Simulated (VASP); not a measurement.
# CoO (I4/mmm) in VASP: notebook

The runs below take CoO through single point, with PBEsol, LDA.

Program: VASP 6.6.1. These are calculated values, not measurements. Logs are shortened: lines on timing, memory, paths and dates and some standing lists are left out, and cuts for length are marked.

**1. The cell of the first run**

It takes space group I4/mmm (No. 139, tetragonal). Conventional cell: a = 3.075 Å, b = 3.075 Å, c = 4.297 Å, α = 90.00°, β = 90.00°, γ = 90.00°. Co (site symmetry 4/mmm) has 6 O at 2.15 to 2.17 Å within 2.8 Å. Within 2.8 Å of O (site symmetry 4/mmm) lie 6 Co at 2.15 to 2.17 Å.

**2. Single point, PBEsol, collinear spin, ferromagnetic start (volume scaled by 1.06)**

The input, INCAR:

```
SYSTEM = CoO
  PREC = Accurate
  ENCUT = 520
  EDIFF = 1E-6
  ISMEAR = -1
  SIGMA = 0.05
  LREAL = .FALSE.
  LASPH = .TRUE.
  NELM = 150
  ALGO = Normal
  ISIF = 2
  LWAVE = .FALSE.
  LCHARG = .FALSE.
  ISPIN = 2
  MAGMOM = 2 0
  LORBIT = 11
  LMAXMIX = 4
  GGA = PS
  NBANDS = 18
```

The input, KPOINTS:

```
regular mesh
0
G
  12 12 12
  0 0 0
```

The input, POSCAR:

```
CoO
1.0
   -1.5375761362      1.5375761362      2.1485766095
    1.5375761362     -1.5375761362      2.1485766095
    1.5375761362      1.5375761362     -2.1485766095
Co O
1 1
Direct
    0.0000000000      0.0000000000      0.0000000000
    0.5000000000      0.5000000000      0.0000000000
```

Potentials or basis: VASP PAW PBE potentials, release 64 (Co, O).

Started as:

```console
cat potpaw_PBE.64/Co/POTCAR potpaw_PBE.64/O/POTCAR > POTCAR
mpirun -np 1 vasp_std > vasp.out
```

OUTCAR:

```text
SYSTEM = CoO
   PREC = Accurate
   ENCUT = 520
   EDIFF = 1E-6
   ISMEAR = -1
   LREAL = .FALSE.
   LASPH = .TRUE.
   NELM = 150
   ISIF = 2
   ISPIN = 2
   LORBIT = 11
   GGA = PS

 ion  position               nearest neighbor table
   1  0.000  0.000  0.000-   2 2.15   2 2.15   2 2.17   2 2.17   2 2.17   2 2.17
   2  0.500  0.500  0.000-   1 2.15   1 2.15   1 2.17   1 2.17   1 2.17   1 2.17

  LATTYP: Found a body centered tetragonal cell.
 ALAT       =     3.0751522724
 C/A-ratio  =     1.3973790038

  Lattice vectors:

 A1 = (  -1.5375761362,   1.5375761362,   2.1485766095)
 A2 = (   1.5375761362,  -1.5375761362,   2.1485766095)
 A3 = (   1.5375761362,   1.5375761362,  -2.1485766095)

Analysis of symmetry for initial positions (statically):
=====================================================================
 Subroutine PRICEL returns:
 Original cell was already a primitive cell.

 Routine SETGRP: Setting up the symmetry group for a
 body centered tetragonal supercell.

 Subroutine GETGRP returns: Found 16 space group operations
 (whereof 16 operations were pure point group operations)
 out of a pool of 16 trial point group operations.

The static configuration has the point symmetry D_4h.

Analysis of symmetry for dynamics (positions and initial velocities):
=====================================================================
 Subroutine PRICEL returns:
 Original cell was already a primitive cell.

 Routine SETGRP: Setting up the symmetry group for a
 body centered tetragonal supercell.

 Subroutine GETGRP returns: Found 16 space group operations
 (whereof 16 operations were pure point group operations)
 out of a pool of 16 trial point group operations.

The dynamic configuration has the point symmetry D_4h.

Analysis of structural, dynamic, and magnetic symmetry:
=====================================================================
 Subroutine PRICEL returns:
 Original cell was already a primitive cell.

 Routine SETGRP: Setting up the symmetry group for a
 body centered tetragonal supercell.

 Subroutine GETGRP returns: Found 16 space group operations
 (whereof 16 operations were pure point group operations)
 out of a pool of 16 trial point group operations.

The overall configuration has the point symmetry D_4h.

 Subroutine INISYM returns: Found 16 space group operations
 (whereof 16 operations are pure point group operations),
 and found     1 'primitive' translations

----------------------------------------------------------------------------------------

                                     Primitive cell

  volume of cell :      20.3181

  direct lattice vectors                    reciprocal lattice vectors
    -1.537576136  1.537576136  2.148576610     0.000000000  0.325187149  0.232712205
     1.537576136 -1.537576136  2.148576610     0.325187149  0.000000000  0.232712205
     1.537576136  1.537576136 -2.148576610     0.325187149  0.325187149  0.000000000

  length of vectors
     3.056904021  3.056904021  3.056904021     0.399877046  0.399877046  0.459884076

  position of ions in fractional coordinates (direct lattice)
     0.000000000  0.000000000  0.000000000
     0.500000000  0.500000000  0.000000000

  ion indices of the primitive-cell ions
   primitive index   ion index
                 1           1
                 2           2

----------------------------------------------------------------------------------------

 KPOINTS: regular mesh

Automatic generation of k-mesh.
 Grid dimensions read from file:
 generate k-points for:   12   12   12

 Generating k-lattice:

  Cartesian coordinates                     Fractional coordinates (reciprocal lattice)
     0.000000000  0.027098929  0.019392684     0.083333333  0.000000000 -0.000000000
     0.027098929  0.000000000  0.019392684     0.000000000  0.083333333 -0.000000000
     0.027098929  0.027098929  0.000000000     0.000000000  0.000000000  0.083333333

  Length of vectors
     0.033323087  0.033323087  0.038323673

  Shift w.r.t. Gamma in fractional coordinates (k-lattice)
     0.000000000  0.000000000  0.000000000

 Subroutine IBZKPT returns following result:
 ===========================================

 Found    163 irreducible k-points:

 Following reciprocal coordinates:
            Coordinates               Weight
  0.000000  0.000000  0.000000      1.000000
  0.083333 -0.000000  0.000000      8.000000
  0.166667  0.000000  0.000000      8.000000
  0.250000 -0.000000  0.000000      8.000000
  0.333333  0.000000 -0.000000      8.000000
  0.416667  0.000000  0.000000      8.000000
[... 16 lines left out ...]
  0.500000  0.166667  0.000000     16.000000
 -0.416667  0.166667 -0.000000     16.000000
 [... further k-points ...]
   k-points           NKPTS =    163   k-points in BZ     NKDIM =    163   number of bands    NBANDS=     18
   number of dos      NEDOS =    301   number of ions     NIONS =      2
   total plane-waves  NPLWV =  13824
   dimension x,y,z NGX =    24 NGY =   24 NGZ =   24
   dimension x,y,z NGXF=    48 NGYF=   48 NGZF=   48
   ions per type =               1   1
   NGX,Y,Z   is equivalent  to a cutoff of  13.05, 13.05, 13.05 a.u.
   NGXF,Y,Z  is equivalent  to a cutoff of  26.10, 26.10, 26.10 a.u.
 SYSTEM =  CoO
   PREC   = accura    normal or accurate (medium, high low for compatibility)
   ISTART =      0    job   : 0-new  1-cont  2-samecut
   ICHARG =      2    charge: 1-file 2-atom 10-const
   ISPIN  =      2    spin polarized calculation?
   LNONCOLLINEAR =      F non collinear calculations
   LSORBIT =      F    spin-orbit coupling
   LASPH  =      T    aspherical Exc in radial PAW
   ENCUT  =  520.0 eV  38.22 Ry    6.18 a.u.   5.68  5.68  5.68*2*pi/ulx,y,z
   NELM   =    150;   NELMIN=  2; NELMDL= -5     # of ELM steps
   EDIFF  = 0.1E-05   stopping-criterion for ELM
   LREAL  =      F    real-space projection
   EDIFFG = 0.1E-04   stopping-criterion for IOM
   NSW    =      0    number of steps for IOM
   IBRION =     -1    ionic relax: 0-MD 1-quasi-New 2-CG
   NFREE  =      0    steps in history (QN), initial steepest desc. (CG)
   ISIF   =      2    stress and relaxation
   ISYM   =      2    0-nonsym 1-usesym 2-fastsym
   POTIM  = 0.5000    time-step for ionic-motion
   TEBEG  =    0.0;   TEEND  =   0.0 temperature during run
   PSTRESS=    0.0 pullay stress
   NELECT =      15.0000    total number of electrons
   NUPDOWN=      -1.0000    fix difference up-down
   EMIN   =  10.00;   EMAX   =-10.00  energy-range for DOS
   EFERMI =   0.00;   METHOD = LEGACY
   ISMEAR =    -1;   SIGMA  =   0.05  broadening in eV -4-tet -1-fermi 0-gaus
   EFERMI_NEDOS =   21; number of points for ismear=-14 and -15
   IALGO  =     38    algorithm
   IMIX   =      4    mixing-type and parameters
     AMIX     =   0.40;   BMIX     =  1.00
     AMIX_MAG =   1.60;   BMIX_MAG =  1.00
  volume/ion in A,a.u.               =      10.16        68.56
  Fermi-wavevector in a.u.,A,eV,Ry     =   1.479599  2.796036 29.786034  2.189212
  Thomas-Fermi vector in A             =   2.593736
   LORBIT       =     11    0 simple, 1 ext, 2 COOP (PROOUT), +10 PAW based schemes
   GGA     = PS    functional components
   LHFCALC =     F    Hartree Fock is set to
   AEXX    =    0.0000 exact exchange contribution
   IVDW    =     0    specifies the selected vdW correction
   LEPSILON=     F    determine dielectric tensor
   LRPA    =     F    only Hartree local field effects (RPA)
 spin polarized calculation
  energy-cutoff  :      520.00
  volume of cell :       20.32
 maximum number of plane-waves:       560
   NGX = 11   NGY = 11   NGZ = 11

 number of electron      14.9999999 magnetization       2.9879114

 Free energy of the ion-electron system (eV)
  ---------------------------------------------------
  ext. energy  EPLUGINS =         0.00000000
  ---------------------------------------------------
  free energy    TOTEN  =       -13.87235859 eV

  energy without entropy =      -13.83907967  energy(sigma->0) =      -13.85571913

 E-fermi :   7.1309     XC(G=0): -12.3754

 val. band max:        7.1287579805   @ k =   0.4167   0.3333  -0.0000
 cond. band min:       7.1331383295   @ k =  -0.3333   0.4167   0.3333
 fundamental gap:      0.0043803491
 Fermi energy:         7.1308516291

 spin component 1

 k-point     1 :       0.0000    0.0000    0.0000
  band No.  band energies     occupation
      1     -12.6501      1.00000
      2       3.8607      1.00000
      3       3.8620      1.00000
      4       4.0135      1.00000
      5       4.0135      1.00000
      6       4.0889      1.00000
[... 10 lines left out ...]
     17      27.8217      0.00000
     18      30.9992      0.00000

 k-point     2 :       0.0833   -0.0000    0.0000
  band No.  band energies     occupation
      1     -12.5835      1.00000
      2       3.2608      1.00000
      3       3.2821      1.00000
      4       3.3265      1.00000
      5       4.0384      1.00000
      6       4.0953      1.00000
[... 10 lines left out ...]
     17      28.6084      0.00000
     18      32.0226      0.00000

 k-point     3 :       0.1667    0.0000    0.0000
  band No.  band energies     occupation
      1     -12.3960      1.00000
      2       2.2277      1.00000
      3       2.6182      1.00000
      4       2.6454      1.00000
      5       4.1591      1.00000
      6       4.2106      1.00000
[... 10 lines left out ...]
     17      30.8950      0.00000
     18      33.9263      0.00000

 k-point     4 :       0.2500   -0.0000    0.0000
  band No.  band energies     occupation
      1     -12.1244      1.00000
      2       1.1080      1.00000
      3       2.0765      1.00000
      4       2.1085      1.00000
      5       4.3293      1.00000
      6       4.3732      1.00000
[... 375 lines left out ...]
      4       1.4311      1.00000
      5       4.5639      1.00000
      6       4.7121      1.00000
[... 10 lines left out ...]
     17      33.8546      0.00000
     18      35.1359      0.00000

 k-point    23 :       0.5000    0.1667    0.0000
  band No.  band energies     occupation
      1     -11.5118      1.00000
      2      -0.2015      1.00000
      3       1.3102      1.00000
      4       1.5830      1.00000
      5       4.4467      1.00000
      6       4.7529      1.00000
[... 10 lines left out ...]
     17      33.1106      0.00000
     18      34.7550      0.00000

 k-point    24 :      -0.4167    0.1667   -0.0000
  band No.  band energies     occupation
      1     -11.6718      1.00000
      2       0.1142      1.00000
      3       1.5408      1.00000
      4       1.8847      1.00000
      5       4.2469      1.00000
      6       4.6857      1.00000
[... 10 lines left out ...]
     17      33.4070      0.00000
     18      35.0781      0.00000

 [... further k-points ...]

 spin component 2

 k-point     1 :       0.0000    0.0000    0.0000
  band No.  band energies     occupation
      1     -12.0930      1.00000
      2       4.7050      1.00000
      3       4.7575      1.00000
      4       4.7575      1.00000
      5       6.1127      1.00000
      6       6.1128      1.00000
[... 10 lines left out ...]
     17      28.7732      0.00000
     18      31.8089      0.00000

 k-point     2 :       0.0833   -0.0000    0.0000
  band No.  band energies     occupation
      1     -12.0244      1.00000
      2       4.1183      1.00000
      3       4.4747      1.00000
      4       4.5056      1.00000
      5       6.2011      1.00000
      6       6.2139      1.00000
[... 10 lines left out ...]
     17      29.4058      0.00000
     18      32.8692      0.00000

 k-point     3 :       0.1667    0.0000    0.0000
  band No.  band energies     occupation
      1     -11.8307      1.00000
      2       2.9596      1.00000
      3       3.9733      1.00000
      4       4.0035      1.00000
      5       6.3806      1.00000
      6       6.3841      1.00000
[... 10 lines left out ...]
     17      31.4588      0.00000
     18      34.8030      0.00000

 k-point     4 :       0.2500   -0.0000    0.0000
  band No.  band energies     occupation
      1     -11.5497      1.00000
      2       1.7853      1.00000
      3       3.4740      1.00000
      4       3.5045      1.00000
      5       6.5916      0.99998
      6       6.5993      0.99998
[... 375 lines left out ...]
      4       2.8029      1.00000
      5       6.9191      0.98572
      6       6.9883      0.94532
[... 10 lines left out ...]
     17      34.2237      0.00000
     18      35.6922      0.00000

 k-point    23 :       0.5000    0.1667    0.0000
  band No.  band energies     occupation
      1     -10.9043      1.00000
      2       0.4033      1.00000
      3       2.4782      1.00000
      4       2.9066      1.00000
      5       6.6715      0.99990
      6       7.0795      0.73653
[... 10 lines left out ...]
     17      33.4682      0.00000
     18      35.2794      0.00000

 k-point    24 :      -0.4167    0.1667   -0.0000
  band No.  band energies     occupation
      1     -11.0720      1.00000
      2       0.7716      1.00000
      3       2.7230      1.00000
      4       3.1451      1.00000
      5       6.3607      1.00000
      6       7.0795      0.73623
[... 10 lines left out ...]
     17      33.8345      0.00000
     18      35.5389      0.00000

 [... further k-points ...]
[... 5 lines left out ...]
  --------------------------------------------------------------------------------------
  -------------------------------------------------------------------------------------
  Total       -2.2579245     -2.2579245     -2.2569347      0.0000000      0.0000000      0.0000000
  in kB     -178.0475103   -178.0475103   -177.9694557      0.0000000      0.0000000      0.0000000
  external PRESSURE =    -178.0214921 kB  Pullay stress =       0.0000000 kB

 VOLUME and BASIS-vectors are now :
 -----------------------------------------------------------------------------
  energy-cutoff  :      520.00
  volume of cell :       20.32
      direct lattice vectors                 reciprocal lattice vectors
    -1.537576136  1.537576136  2.148576610     0.000000000  0.325187149  0.232712205
     1.537576136 -1.537576136  2.148576610     0.325187149  0.000000000  0.232712205
     1.537576136  1.537576136 -2.148576610     0.325187149  0.325187149  0.000000000

 POSITION                                       TOTAL-FORCE (eV/Angst)
 -----------------------------------------------------------------------------------
      0.00000      0.00000      0.00000         0.000000     -0.000000     -0.000000
      0.00000      0.00000      2.14858        -0.000000      0.000000      0.000000
 -----------------------------------------------------------------------------------
    total drift:                               -0.000000      0.000000     -0.000000

  FREE ENERGIE OF THE ION-ELECTRON SYSTEM (eV)
  ---------------------------------------------------
  free  energy   TOTEN  =       -13.8723585914 eV

  energy  without entropy=      -13.8390796673  energy(sigma->0) =      -13.85571913

 total charge

# of ion       s       p       d       tot
------------------------------------------
    1        0.284   0.329   7.108   7.722
    2        1.551   3.376   0.000   4.926
--------------------------------------------------
tot          1.835   3.705   7.108  12.648

 magnetization (x)

# of ion       s       p       d       tot
------------------------------------------
    1        0.019   0.016   2.569   2.604
    2        0.027   0.299   0.000   0.326
--------------------------------------------------
tot          0.047   0.315   2.569   2.930
```

Run time: 5.9 min. Hardware: 1 thread of AMD EPYC 7R13, shared host; peak memory 0.19 GiB.

Results:

```
Free energy                                           : -13.8724 eV
Pressure                                              : -17.8 GPa
Band gap on the k mesh                                : zero (filled and empty bands overlap)
Net moment                                            : 2.99 μB per cell
Site moments                                          : Co +2.60; O +0.33 μB
Valence electrons inside the program's atomic spheres : Co 7.72; O 4.93
```

Levels at points of the mesh, in eV from the Fermi level:
Spin up:
| k point | band 5 | band 6 | band 7 | band 8 | band 9 | band 10 | band 11 | band 12 | band 13 | band 14 |
| --- | --- | --- | --- | --- | --- | --- | --- | --- | --- | --- |
| (0.00, 0.00, 0.00) | -3.12 | -3.04 | -3.02 | -3.00 | -3.00 | 0.60 | 16.42 | 17.52 | 17.52 | 17.56 |
| (0.50, 0.00, 0.00) | -2.44 | -2.42 | -1.90 | -0.09 | -0.02 | 4.75 | 8.73 | 12.76 | 13.03 | 19.59 |
| (0.50, 0.50, 0.00) | -3.88 | -2.96 | -2.52 | -2.18 | -2.14 | 5.36 | 9.27 | 11.28 | 14.94 | 15.14 |
| (0.50, 0.50, 0.50) | -3.83 | -2.93 | -2.52 | -2.19 | -2.19 | 5.37 | 9.43 | 11.15 | 14.89 | 14.89 |
Spin down:
| k point | band 4 | band 5 | band 6 | band 7 | band 8 | band 9 |
| --- | --- | --- | --- | --- | --- | --- |
| (0.00, 0.00, 0.00) | -2.37 | -1.02 | -1.02 | -0.98 | -0.07 | -0.06 |
| (0.50, 0.00, 0.00) | -4.36 | -0.12 | -0.09 | 0.18 | 2.41 | 2.48 |
| (0.50, 0.50, 0.00) | -3.54 | -2.05 | 0.12 | 0.15 | 0.35 | 0.75 |
| (0.50, 0.50, 0.50) | -3.62 | -2.06 | 0.14 | 0.14 | 0.39 | 0.74 |

Caveat: the cell differs from its parent crystal (volume scaled by 1.06); the PAW data sets were made with another functional, which shifts forces and pressure a little; a cell with one magnetic atom can't hold antiferromagnetic order, which such compounds often take; semilocal functionals often make such compounds metallic where correlation or magnetic order opens a gap, which also shifts bond lengths.

**3. Single point, LDA, collinear spin, ferromagnetic start**

This run uses another cell than the first one, of 9.58 Å³/atom, 0.943 times its volume.

The input, INCAR:

```
PREC = Accurate ; ENCUT = 520
EDIFF = 1E-6 ; ISMEAR = -1
SIGMA = 0.05 ; LREAL = F
LASPH = T ; NELM = 150
ALGO = Normal ; ISIF = 2
LWAVE = F ; LCHARG = F
ISPIN = 2 ; MAGMOM = 2 0
LORBIT = 11 ; LMAXMIX = 4
NBANDS = 18
```

The input, KPOINTS:

```
regular mesh
0
Gamma
  12 12 12
```

The input, POSCAR:

```
CoO
1.0
   -1.5080000000      1.5080000000      2.1072475377
    1.5080000000     -1.5080000000      2.1072475377
    1.5080000000      1.5080000000     -2.1072475377
Co O
1 1
Direct
    0.0000000000      0.0000000000      0.0000000000
    0.5000000000      0.5000000000      0.0000000000
```

Potentials or basis: VASP PAW LDA potentials, release 64 (Co, O).

Started as:

```console
cat potpaw_LDA.64/Co/POTCAR potpaw_LDA.64/O/POTCAR > POTCAR
mpirun -np 1 vasp_std > vasp.out
```

Wall time 79 s (1 thread of Intel Xeon Platinum 8375C at 2.90GHz (Ice Lake), shared host); peak memory 0.2 GiB.

It converged, with:

- Free energy: -14.6811 eV
- Pressure: -19.9 GPa
- Net moment: 2.65 μB per cell
- Site moments: Co +2.33; O +0.27 μB
- Valence electrons inside the program's atomic spheres: Co 7.86; O 4.93

Stress tensor (GPa, compression positive):
```
-19.76   0.00   0.00
  0.00 -19.76   0.00
  0.00   0.00 -20.26
```

Levels at points of the mesh, in eV from the Fermi level:
Spin up:
| k point | band 6 | band 7 | band 8 | band 9 | band 10 | band 11 | band 12 | band 13 |
| --- | --- | --- | --- | --- | --- | --- | --- | --- |
| (0.00, 0.00, 0.00) | -2.94 | -2.90 | -2.90 | -2.87 | 1.00 | 16.65 | 18.02 | 18.02 |
| (0.50, 0.00, 0.00) | -2.13 | -1.64 | 0.25 | 0.34 | 4.92 | 9.21 | 13.13 | 13.41 |
| (0.50, 0.50, 0.00) | -2.53 | -1.99 | -1.85 | -1.85 | 5.79 | 9.56 | 11.66 | 15.52 |
| (0.50, 0.50, 0.50) | -2.51 | -1.98 | -1.86 | -1.86 | 5.79 | 9.72 | 11.51 | 15.48 |
Spin down:
| k point | band 2 | band 3 | band 4 | band 5 | band 6 | band 7 | band 8 | band 9 | band 10 | band 11 |
| --- | --- | --- | --- | --- | --- | --- | --- | --- | --- | --- |
| (0.00, 0.00, 0.00) | -2.87 | -2.82 | -2.82 | -1.14 | -1.14 | -1.08 | -0.48 | -0.47 | 1.49 | 16.74 |
| (0.50, 0.00, 0.00) | -7.83 | -4.99 | -4.96 | -0.14 | -0.13 | 0.17 | 2.23 | 2.30 | 5.26 | 9.89 |
| (0.50, 0.50, 0.00) | -6.64 | -4.12 | -4.02 | -2.28 | -0.02 | 0.15 | 0.17 | 0.51 | 6.47 | 10.03 |
| (0.50, 0.50, 0.50) | -6.62 | -4.11 | -4.11 | -2.27 | 0.02 | 0.16 | 0.16 | 0.50 | 6.47 | 10.16 |

Caveat: a cell with one magnetic atom can't hold antiferromagnetic order, which such compounds often take; semilocal functionals often make such compounds metallic where correlation or magnetic order opens a gap, which also shifts bond lengths.
